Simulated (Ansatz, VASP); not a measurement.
**One calculation of C, two programs**

```
C
1.0
     1.39167    2.44487   -3.33730
     1.39167   -2.44487   -3.33730
    -2.84293    0.00000   -3.31411
C
8
Direct
  0.92548 0.42548 0.64891
  0.41662 0.91662 0.66662
  0.91662 0.91662 0.16662
  0.41662 0.41662 0.16662
  0.08338 0.58338 0.33338
  0.58338 0.08338 0.33338
  0.08338 0.08338 0.83338
  0.58338 0.58338 0.83338
```

Alike in both runs: task single point; functional LDA; k mesh 8 × 8 × 8; occupations gaussian, width 0.05 eV; no spin polarisation.

|  | VASP | Ansatz |
| --- | --- | --- |
| version | VASP 6.6.1 | Ansatz 0.2.0 |
| potentials or method | VASP PAW LDA potentials, release 64 (C), cutoff 520 eV | scalar-relativistic, plane waves, PAW |
| valence electrons in the cell | 32 | 32 |

|  | VASP | Ansatz | Ansatz less VASP |
| --- | --- | --- | --- |
| gap on the k mesh at the Fermi level (eV) | 0.37 | 0.38 | +0.002 |
| least direct gap on the mesh (eV) | 0.37 | 0.38 | +0.002 |
| pressure (GPa) | 1.6 | 0.8 | -0.81 |
| traceless stress, the component that is largest in VASP (GPa) | 3.50 | 3.03 | -0.468 |
| rms of the force components (eV/Å) | 1.294 | 1.296 | +0.0022 |

LDA's correlation is that of Perdew and Zunger in VASP and of Perdew and Wang (1992) in Ansatz. Atom by atom the forces differ by 0.003 eV/Å (rms over components).
